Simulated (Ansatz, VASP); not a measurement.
## InSb: VASP beside Ansatz

INCAR

```
PREC = Accurate ; ENCUT = 600
EDIFF = 1E-6 ; ISMEAR = 0
SIGMA = 0.1 ; LREAL = False
LASPH = True ; NELM = 100
ALGO = Normal ; ISIF = 3
LWAVE = False ; LCHARG = False
GGA = CA ; IBRION = 2
NSW = 100 ; EDIFFG = -0.002
```

Contents of KPOINTS:

```
Automatic mesh
0
Gamma
  12 12 12
```

POSCAR

```
InSb
1.0
    0.0000000000      3.2249616414      3.2249616414
    3.2249616414      0.0000000000      3.2249616414
    3.2249616414      3.2249616414      0.0000000000
In Sb
1 1
Direct
    0.0000000000      0.0000000000      0.0000000000
    0.7500000000      0.7500000000      0.7500000000
```

Input for Ansatz:

```yaml
crystal:
  lattice:
    - [0.0, 3.2249616414, 3.2249616414]
    - [3.2249616414, 0.0, 3.2249616414]
    - [3.2249616414, 3.2249616414, 0.0]
  atoms:
    - { symbol: In, position: [0.0, 0.0, 0.0] }
    - { symbol: Sb, position: [0.75, 0.75, 0.75] }
basis:
  ecutwfc: 420
kpoints:
  mp_grid: { grid: [12, 12, 12] }
hamiltonian:
  xc: lda
  pseudopotentials: { kind: paw, azcp: { folder: soft_1 } }
scf:
  occupations: { method: gaussian, width: 0.1 }
output:
  forces: true
  stress: true
  eigenvalues: true
  write_density: true
  write_potential: true
  elf: true
  volumetric_format: npy
relax:
  adjacent_minimum: "off"
  f_tol: 0.002
  max_steps: 80
  cell: { stress_tol: 0.02 }
```

Alike in both runs: task relaxation of cell and atoms; functional LDA; k mesh 12 × 12 × 12; occupations gaussian, width 0.1 eV; no spin polarisation.

|  | VASP | Ansatz |
| --- | --- | --- |
| version | VASP 6.6.1 | Ansatz 0.2.0 |
| potentials or method | VASP PAW LDA potentials, release 64 (In_d, Sb), cutoff 600 eV | scalar-relativistic, plane waves, PAW |
| valence electrons in the cell | 18 | 28 |

```csv
,VASP,Ansatz,Ansatz less VASP
"gap on the k mesh at the Fermi level, each at its own relaxed structure (eV)",none,none,-
relaxed volume (Å³/atom),33.62,33.54,-0.075
relaxed cell length with the largest relative difference (Å),4.564,4.561,-0.0034
```

Ansatz warns that its potentials were made for another functional, while VASP's fit it. LDA's correlation is that of Perdew and Zunger in VASP and of Perdew and Wang (1992) in Ansatz. A gap of «none» marks a metal or a gap that the smearing closes. VASP's potentials hold 18 valence electrons a cell and Ansatz's 28, so a difference there can come from the potentials and not from the codes.

Neither program's run includes spin-orbit coupling.
